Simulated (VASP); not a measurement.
Be, 1 atom in the cell. Symmetry: Im-3m, No. 229, cubic system. The conventional cell has a = 2.539 Å, b = 2.539 Å, c = 2.539 Å, α = 90.00°, β = 90.00°, γ = 90.00°. Within 2.9 Å of Be (site symmetry m-3m) lie 14 Be at 2.20 to 2.54 Å.  This cell differs from its parent crystal: volume scaled by 1.04.

* Program: VASP 6.6.1
* Task: electric field gradients
* Functional: PBE
* Potentials or basis: VASP PAW PBE potentials, release 64 (Be)
* Cutoff: 520 eV
* k mesh: 23 × 23 × 23
* Occupations: fermi-dirac, width 0.03 eV
* Spin: no spin polarisation
* Dipole correction: no
* Further INCAR settings: ALGO = Normal; EDIFF = 1e-08; NBANDS = 7

Potentials or basis: VASP PAW PBE potentials, release 64 (Be).

Run with:

```sh
$ cat potpaw_PBE.64/Be/POTCAR > POTCAR
$ mpirun -np 1 vasp_std > vasp.out
```

Hardware: 1 thread of AMD EPYC 7R43 64-Core Processor (Zen 3) (shared host).

**Question.** Estimate the wall time of this run.

**Answer.** It took 23 s on 1 thread of AMD EPYC 7R43 64-Core Processor (Zen 3), with other jobs on the host, peak memory 0.08 GiB. Counts: scf iterations 12, k points 364.
